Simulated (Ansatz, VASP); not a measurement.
## Hg3Pt: VASP beside Ansatz

File INCAR:

```
PREC = Accurate ; ENCUT = 500
EDIFF = 1E-6 ; ISMEAR = 1
SIGMA = 0.15 ; LREAL = False
LASPH = True ; NELM = 120
ALGO = Normal ; ISIF = 2
LWAVE = False ; LCHARG = False
GGA = PE ; NBANDS = 31
GGA_COMPAT = False
```

File KPOINTS:

```
Automatic mesh
0
Gamma
  6 6 6
```

File POSCAR:

```
Hg3Pt
1.0
    4.3442210000      0.0000000000      0.0000000000
    0.0000000000      4.3442210000      0.0000000000
    0.0000000000      0.0000000000      4.3442210000
Hg Pt
3 1
Direct
    0.0000000000      0.5000000000      0.5000000000
    0.5000000000      0.0000000000      0.5000000000
    0.5000000000      0.5000000000      0.0000000000
    0.0000000000      0.0000000000      0.0000000000
```

Input for Ansatz:

```yaml
crystal:
  lattice:
    bravais: cubic
    a: 4.344221
  space_group: 221
  atoms:
    - { symbol: Hg, position: [0.0, 0.5, 0.5] }
    - { symbol: Pt, position: [0.0, 0.0, 0.0] }
kpoints:
  mp_grid:
    grid: [6, 6, 6]
hamiltonian:
  xc: pbe
  pseudopotentials:
    kind: paw
scf:
  occupations:
    method: methfessel_paxton
    width: 0.15
output:
  stress: true
```

Alike in both runs: task single point; functional PBE; k mesh 6 × 6 × 6; occupations methfessel-paxton of order 1, width 0.15 eV; no spin polarisation.

|  | VASP | Ansatz |
| --- | --- | --- |
| version | VASP 6.6.1 | Ansatz 0.2.0 |
| potentials or method | VASP PAW PBE potentials, release 64 (Hg, Pt) | plane waves, PAW |
| plane-wave cutoff (eV) | 500 | 420 |
| valence electrons in the cell | 46 | 78 |

VASP gave:

- pressure (GPa): -0.8

Question: Which values does Ansatz return?

Answer: Pressure (GPa): -1.4.

The functional is the same, so the differences come from potentials, cutoffs and numerics. VASP's potentials hold 46 valence electrons a cell and Ansatz's 78, so a difference there can come from the potentials and not from the codes.

Neither program's run includes spin-orbit coupling.
